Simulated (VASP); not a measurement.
A run of VASP 6.6.1:

The input INCAR:

```
SYSTEM = Ti
PREC = Accurate
ENCUT = 520
EDIFF = 1E-7
ISMEAR = -1
SIGMA = 0.1
LREAL = .FALSE.
LASPH = .TRUE.
NELM = 60
ALGO = Normal
ISIF = 2
LWAVE = .FALSE.
LCHARG = .TRUE.
GGA = PS
LELF = .TRUE.
LVHAR = .TRUE.
NBANDS = 19
```

Contents of KPOINTS:

```
Automatic mesh
0
G
  11 11 6
  0 0 0
```

The input POSCAR:

```
Ti
1.0
    2.8999903389      0.0000000000      0.0000000000
   -1.4499951694      2.5114604468      0.0000000000
    0.0000000000      0.0000000000      4.6006626393
Ti
2
Direct
    0.3333333333      0.6666666667      0.2500000000
    0.6666666667      0.3333333333      0.7500000000
```

Potentials or basis: VASP PAW PBE potentials, release 64 (Ti_sv).

Launch:

```bash
$ cat potpaw_PBE.64/Ti_sv/POTCAR > POTCAR
$ mpirun -np 1 vasp_std > vasp.out
```

Hardware: 1 thread of Intel(R) Xeon(R) Platinum 8488C (Sapphire Rapids) (shared host).

Q: Estimate the wall time of this run.

A: Wall time 20 s on 1 thread of Intel(R) Xeon(R) Platinum 8488C (Sapphire Rapids), on a shared host, peak memory 0.17 GiB. Counts: scf iterations 14, k points 64.
